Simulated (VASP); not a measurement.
Set up this calculation in VASP 6.6.1, as the native input.

* Task: single point
* Functional: PBEsol
* Dispersion: D3(BJ)
* Potentials or basis: VASP PAW PBE potentials, release 64 (Te, Mo_sv, H)
* Cutoff: 400 eV
* k mesh: 9 × 9 × 2
* Occupations: gaussian, width 0.05 eV
* Spin: no spin polarisation
* Dipole correction: no
* Further INCAR settings: ALGO = Normal; EDIFF = 1e-06; NBANDS = 50

The structure of Te6Mo3H (a cell with a defect) lies in POSCAR:

```
Te6Mo3H
1.0
    3.4334342720      0.0000000000      0.0000000000
   -1.7167171360      2.9734413017      0.0000000000
    0.0000000000      0.0000000000     20.7704294686
Te Mo H
6 3 1
Direct
    0.0000000000      0.0000000000      0.9125759363
    0.3333333333      0.6666666667      0.5917818730
    0.3333333333      0.6666666667      0.2333053354
    0.3333333333      0.6666666667      0.7666946646
    0.3333333333      0.6666666667      0.4082181270
    0.0000000000      0.0000000000      0.0874240637
    0.0000000000      0.0000000000      0.6791511892
    0.0000000000      0.0000000000      0.3208488108
    0.3333333333      0.6666666667      0.0000000000
    0.1143568367     -0.3594882483      0.3356769680
```

One way to write it, as run:

INCAR

```
SYSTEM = Te6Mo3H
PREC = Accurate
ENCUT = 400
EDIFF = 1E-6
ISMEAR = 0
SIGMA = 0.05
LREAL = .False.
LASPH = .True.
NELM = 120
ALGO = Normal
ISIF = 2
LWAVE = .False.
LCHARG = .False.
GGA = PS
IVDW = 12
NBANDS = 50
GGA_COMPAT = .False.
```

KPOINTS

```
Automatic mesh
0
Gamma
  9 9 2
  0 0 0
```

Potentials or basis: VASP PAW PBE potentials, release 64 (Te, Mo_sv, H).

Command:

```sh
$ cat potpaw_PBE.64/Te/POTCAR potpaw_PBE.64/Mo_sv/POTCAR potpaw_PBE.64/H/POTCAR > POTCAR
$ mpirun -np 1 vasp_std > vasp.out
```

Results of the run:

| Property | Result |
| --- | --- |
| Pressure | 5.0 GPa |
| Largest force | 4.255 eV/Å |
| Band gap on the k mesh | zero (an odd number of electrons rules out a gap without spin polarisation) |
| Dispersion energy per atom | -0.504 eV |

Caveat: the PAW data sets were made with another functional, which shifts forces and pressure a little; spin-orbit coupling is left out, which moves the levels of the heavy elements.

Run time: 6 min on 1 thread of Intel(R) Xeon(R) 6975P-C (Granite Rapids), with other jobs on the host, peak memory 0.59 GiB.
